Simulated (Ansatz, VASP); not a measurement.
Two plane-wave programs on La3O

Contents of INCAR:

```
ALGO = Normal
EDIFF = 1E-7
ENCUT = 520
GGA = PE
ISIF = 2
ISMEAR = 0
LASPH = True
LCHARG = False
LREAL = False
LWAVE = False
NBANDS = 28
NELM = 100
PREC = Accurate
SIGMA = 0.1
```

The input KPOINTS:

```
k-points
0
Gamma
  4 4 4
```

The input POSCAR:

```
La3O
1.0
   -2.9606859300      2.9606859300      2.9606859300
    2.9606859300     -2.9606859300      2.9606859300
    2.9606859300      2.9606859300     -2.9606859300
La O
3 1
Direct
    0.0000000000      0.5000000000      0.5000000000
    0.5000000000      0.0000000000      0.5000000000
    0.5000000000      0.5000000000      0.0000000000
    0.0000000000      0.0000000000      0.0000000000
```

Input for Ansatz:

```yaml
crystal:
  lattice:
    - [-2.96068593, 2.96068593, 2.96068593]
    - [2.96068593, -2.96068593, 2.96068593]
    - [2.96068593, 2.96068593, -2.96068593]
  atoms:
    - { symbol: La, position: [0.0, 0.5, 0.5] }
    - { symbol: La, position: [0.5, 0.0, 0.5] }
    - { symbol: La, position: [0.5, 0.5, 0.0] }
    - { symbol: O, position: [0.0, 0.0, 0.0] }
basis:
  ecutwfc: 420
kpoints:
  mp_grid: { grid: [4, 4, 4] }
hamiltonian:
  xc: pbe
scf:
  occupations: { method: gaussian, width: 0.1 }
  lower_state_search: "off"
output:
  forces: true
  stress: true
  eigenvalues: true
```

Change from the starting cell: species swapped into the Sb3Au type (Im-3m, No. 229).

Alike in both runs: task single point; functional PBE; k mesh 4 × 4 × 4; occupations gaussian, width 0.1 eV; no spin polarisation.

```csv
,VASP,Ansatz
version,VASP 6.6.1,Ansatz 0.2.0
potentials or method,"VASP PAW PBE potentials, release 64 (La, O), cutoff 520 eV","scalar-relativistic, plane waves, PAW"
valence electrons in the cell,39,39
```

```tsv
	VASP	Ansatz	Ansatz less VASP
gap on the k mesh at the Fermi level (eV)	none	none	-
pressure (GPa)	-3.7	-3.7	+0.07
```

A gap of «none» marks a metal or a gap that the smearing closes.

The k mesh is coarse, so the values compare programs but aren't converged. Neither program's run includes spin-orbit coupling.
